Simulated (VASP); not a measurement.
# H7C2N in VASP: further runs

The runs below take H7C2N through single point, with PBE.

Program: VASP 6.6.1. These are calculated values, not measurements. Logs are shortened: lines on timing, memory, paths and dates and some standing lists are left out, and cuts for length are marked.

## (1) The cell of the first run

The cell holds an amorphous packing of atoms, 30 atoms: a = 6.887 Å, b = 6.887 Å, c = 6.887 Å, α = 90.00°, β = 90.00°, γ = 90.00°.

## (2) Single point, PBE

The input, INCAR:

```
SYSTEM = H7C2N
ALGO = Normal ; EDIFF = 1E-6
ENCUT = 520 ; GGA = PE
GGA_COMPAT = .False. ; ISIF = 2
ISMEAR = -1 ; LASPH = .True.
LCHARG = .False. ; LREAL = .False.
LWAVE = .False. ; NBANDS = 51
NELM = 120 ; PREC = Accurate
SIGMA = 0.05
```

The input, KPOINTS:

```
k-points
0
Gamma
  1 1 1
  0 0 0
```

The input, POSCAR:

```
H7C2N
1.0
    6.8873110000      0.0000000000      0.0000000000
    0.0000000000      6.8873110000      0.0000000000
    0.0000000000      0.0000000000      6.8873110000
C H N
6 21 3
Direct
    0.1976533367      0.3652078438      0.4136302252
    0.0641759897      0.3742099057      0.2809514483
    0.5650681376      0.8014448600      0.5138725404
    0.4390537904      0.8661871084      0.3945661812
   -0.0169006453      0.8716173845      0.7182483846
    0.0124576921      1.0540688521      0.7474760469
    0.1593219763      0.3765184990      0.5649519820
    0.3529243851      0.3371998157      0.3810050105
   -0.0815848159      0.4142836007      0.3234789310
    0.0884960763      0.3594291008      0.1337096582
    0.5728215264      0.8671889508      0.6571795582
    0.6653540112      0.6923166385      0.4553736574
    0.3200523397      0.9673441493      0.4422625899
    0.4256232948      0.8193473476      0.2423587377
   -0.0025263851      0.8100548966      0.5751156003
   -0.0830367614      0.7859380824      0.8296706799
    0.0727424680      1.1505506285      0.6313204094
   -0.0118623945      1.1247640770      0.8856722166
    0.5996679981      0.2227719933      1.0577422742
    0.4334928392      0.0833416699      0.9995628192
    0.5594926670      0.1969273640      0.8357398120
    0.8427381891      0.9776384426      0.3242920205
    1.0567694707      0.9513727491      0.2062343344
    0.8492719437      0.8510578367      0.1325771408
    0.2951659944      0.7313884911      0.9765494835
    0.4845868003      0.6638585073      0.8560234902
    0.3906459284      0.5057561652      0.9803971390
    0.4882602223      0.2124631805      0.9628576378
    0.9312487849      0.8873419539      0.2464677434
    0.4186975149      0.6477999904      0.9918529888
```

Potentials or basis: VASP PAW PBE potentials, release 64 (C, H, N).

Started as:

```bash
> cat potpaw_PBE.64/C/POTCAR potpaw_PBE.64/H/POTCAR potpaw_PBE.64/N/POTCAR > POTCAR
> mpirun -np 1 vasp_gam > vasp.out
```

OUTCAR:

```text
SYSTEM = H7C2N
   EDIFF = 1E-6
   ENCUT = 520
   GGA = PE
   ISIF = 2
   ISMEAR = -1
   LASPH = .True.
   LREAL = .False.
   NELM = 120
   PREC = Accurate

 ion  position               nearest neighbor table
   1  0.198  0.365  0.414-   7 1.08   8 1.11   2 1.30
   2  0.064  0.374  0.281-  10 1.03   9 1.08   1 1.30
   3  0.565  0.801  0.514-  11 1.09  12 1.10   4 1.28
   4  0.439  0.866  0.395-  14 1.10  13 1.12   3 1.28
   5  0.983  0.872  0.718-  16 1.07  15 1.08   6 1.29
   6  0.012  0.054  0.747-  18 1.08  17 1.12   5 1.29
   7  0.159  0.377  0.565-   1 1.08
   8  0.353  0.337  0.381-   1 1.11
   9  0.918  0.414  0.323-   2 1.08
  10  0.088  0.359  0.134-   2 1.03
  11  0.573  0.867  0.657-   3 1.09
  12  0.665  0.692  0.455-   3 1.10
[... 13 lines left out ...]
  26  0.485  0.664  0.856-  30 1.05
  27  0.391  0.506  0.980-  30 1.00
  28  0.488  0.212  0.963-  20 1.00  21 1.01  19 1.01
  29  0.931  0.887  0.246-  24 1.00  23 1.01  22 1.02
  30  0.419  0.648  0.992-  27 1.00  25 1.03  26 1.05

  LATTYP: Found a simple cubic cell.
 ALAT       =     6.8873110000

  Lattice vectors:

 A1 = (   6.8873110000,   0.0000000000,   0.0000000000)
 A2 = (   0.0000000000,   6.8873110000,   0.0000000000)
 A3 = (   0.0000000000,   0.0000000000,   6.8873110000)

Analysis of symmetry for initial positions (statically):
=====================================================================
 Subroutine PRICEL returns:
 Original cell was already a primitive cell.

 Routine SETGRP: Setting up the symmetry group for a
 simple cubic supercell.

 Subroutine GETGRP returns: Found  1 space group operations
 (whereof  1 operations were pure point group operations)
 out of a pool of 48 trial point group operations.

The static configuration has the point symmetry C_1 .

Analysis of symmetry for dynamics (positions and initial velocities):
=====================================================================
 Subroutine PRICEL returns:
 Original cell was already a primitive cell.

 Routine SETGRP: Setting up the symmetry group for a
 simple cubic supercell.

 Subroutine GETGRP returns: Found  1 space group operations
 (whereof  1 operations were pure point group operations)
 out of a pool of 48 trial point group operations.

The dynamic configuration has the point symmetry C_1 .

[... 130 lines left out ...]
   EDIFF  = 0.1E-05   stopping-criterion for ELM
   LREAL  =      F    real-space projection
   EDIFFG = 0.1E-04   stopping-criterion for IOM
   NSW    =      0    number of steps for IOM
   IBRION =     -1    ionic relax: 0-MD 1-quasi-New 2-CG
   NFREE  =      0    steps in history (QN), initial steepest desc. (CG)
   ISIF   =      2    stress and relaxation
   ISYM   =      2    0-nonsym 1-usesym 2-fastsym
   POTIM  = 0.5000    time-step for ionic-motion
   TEBEG  =    0.0;   TEEND  =   0.0 temperature during run
   PSTRESS=    0.0 pullay stress
   NELECT =      60.0000    total number of electrons
   NUPDOWN=      -1.0000    fix difference up-down
   EMIN   =  10.00;   EMAX   =-10.00  energy-range for DOS
   EFERMI =   0.00;   METHOD = LEGACY
   ISMEAR =    -1;   SIGMA  =   0.05  broadening in eV -4-tet -1-fermi 0-gaus
   EFERMI_NEDOS =   21; number of points for ismear=-14 and -15
   IALGO  =     38    algorithm
   IMIX   =      4    mixing-type and parameters
     AMIX     =   0.40;   BMIX     =  1.00
     AMIX_MAG =   1.60;   BMIX_MAG =  1.00
  volume/ion in A,a.u.               =      10.89        73.49
  Fermi-wavevector in a.u.,A,eV,Ry     =   0.930555  1.758495 11.781738  0.865933
  Thomas-Fermi vector in A             =   2.056956
   LORBIT       =      0    0 simple, 1 ext, 2 COOP (PROOUT), +10 PAW based schemes
   GGA     = PE    functional components
   LHFCALC =     F    Hartree Fock is set to
   AEXX    =    0.0000 exact exchange contribution
   IVDW    =     0    specifies the selected vdW correction
   LEPSILON=     F    determine dielectric tensor
   LRPA    =     F    only Hartree local field effects (RPA)
 non-spin polarized calculation
  energy-cutoff  :      520.00
  volume of cell :      326.70
 maximum number of plane-waves:      4367
 NGX is ok and might be reduce to    50
   NGX = 25   NGY = 25   NGZ = 25

 number of electron      60.0000004 magnetization

 Free energy of the ion-electron system (eV)
  ---------------------------------------------------
  ext. energy  EPLUGINS =         0.00000000
  ---------------------------------------------------
  free energy    TOTEN  =      -153.83981842 eV

  energy without entropy =     -153.83981842  energy(sigma->0) =     -153.83981842

 E-fermi :  -1.6175     XC(G=0):  -6.4372

 val. band max:       -2.8915787482   @ k =   0.0000   0.0000   0.0000
 cond. band min:       1.5166538402   @ k =   0.0000   0.0000   0.0000
 fundamental gap:      4.4082325884
 Fermi energy:        -1.6174756981

 k-point     1 :       0.0000    0.0000    0.0000
  band No.  band energies     occupation
      1     -18.8174      2.00000
      2     -18.1820      2.00000
      3     -17.9333      2.00000
      4     -16.1931      2.00000
      5     -16.0231      2.00000
      6     -15.9548      2.00000
[... 34 lines left out ...]
     41       5.1274      0.00000
     42       5.2648      0.00000
 [bands above 42 left out]

------------------------ aborting loop because EDIFF is reached ----------------------------------------

  FORCE on cell =-STRESS in cart. coord.  units (eV):
  Direction    XX          YY          ZZ          XY          YZ          ZX
  --------------------------------------------------------------------------------------
  -------------------------------------------------------------------------------------
  Total        5.1837043      8.4600762     10.6552345      1.9249898     -0.5233713      3.9080168
  in kB       25.4215321     41.4892680     52.2545982      9.4403901     -2.5666779     19.1654013
  external PRESSURE =      39.7217994 kB  Pullay stress =       0.0000000 kB

 VOLUME and BASIS-vectors are now :
 -----------------------------------------------------------------------------
  energy-cutoff  :      520.00
  volume of cell :      326.70
      direct lattice vectors                 reciprocal lattice vectors
     6.887311000  0.000000000  0.000000000     0.145194547  0.000000000  0.000000000
     0.000000000  6.887311000  0.000000000     0.000000000  0.145194547  0.000000000
     0.000000000  0.000000000  6.887311000     0.000000000  0.000000000  0.145194547

 POSITION                                       TOTAL-FORCE (eV/Angst)
 -----------------------------------------------------------------------------------
      1.36130      2.51530      2.84880         2.144603     -0.389510      0.856340
      0.44200      2.57730      1.93500        -1.594926      0.609022      0.658343
      3.89180      5.51980      3.53920         2.270579     -1.248197      1.411348
      3.02390      5.96570      2.71750        -4.072916      2.167119     -2.308629
      6.77091      6.00310      4.94680        -0.707748     -1.827308     -0.495060
      0.08580      0.37239      5.14810         1.124137      3.043409     -0.410015
[... 22 lines left out ...]
      6.41380      6.11140      1.69750        -0.497115     -0.080102      0.816985
      2.88370      4.46160      6.83120         0.656008      1.339478     -1.422441
 -----------------------------------------------------------------------------------
    total drift:                                0.000001      0.001442     -0.000838

  FREE ENERGIE OF THE ION-ELECTRON SYSTEM (eV)
  ---------------------------------------------------
  free  energy   TOTEN  =      -153.8398184219 eV

  energy  without entropy=     -153.8398184219  energy(sigma->0) =     -153.83981842
```

Wall time 46 s (1 thread of AMD EPYC 7R43 (Zen 3), shared host); peak memory 0.32 GiB.

Results:

```yaml
Free_energy: -153.8398 eV
Pressure: 4.0 GPa
Largest_force: 5.159 eV/Å
Band_gap_on_the_k_mesh: 4.41 eV
```

Forces in eV/Å, atoms in the order of the input:
```
C    2.145 -0.390  0.856
C   -1.595  0.609  0.658
C    2.271 -1.248  1.411
C   -4.073  2.167 -2.309
C   -0.708 -1.827 -0.495
C    1.124  3.043 -0.410
H    0.156  0.454  0.391
H   -0.466  0.089  0.073
H   -0.559 -0.100  0.032
H    0.528 -0.198 -2.235
H    0.294 -0.474  0.335
H    0.290  0.178  0.719
H    0.855 -0.327 -0.191
H    0.274 -0.249  0.334
H    0.274 -0.420 -0.291
H   -0.118 -0.718  0.487
H   -0.451 -0.680  0.682
H   -0.096  0.138  0.474
H    0.445  0.430  0.578
H   -0.579 -0.920 -0.126
H   -0.007 -0.229 -0.727
H    0.521  0.112  0.055
H    0.019  0.384 -0.162
H   -0.191 -0.317 -0.880
H    0.068 -0.695  0.041
H   -0.058  0.408  0.544
H   -0.809 -1.097  0.526
N    0.288  0.619  0.233
N   -0.497 -0.080  0.817
N    0.656  1.339 -1.422
```

Levels at points of the mesh, in eV from the valence-band top:
```
           k point  band 28  band 29  band 30  band 31  band 32  band 33
(0.00, 0.00, 0.00)    -0.76    -0.19     0.00     4.41     4.97     5.10
```

Caveat: the k points lie up to 0.91 Å⁻¹ apart.

(Part 1 of 3 ends here.)
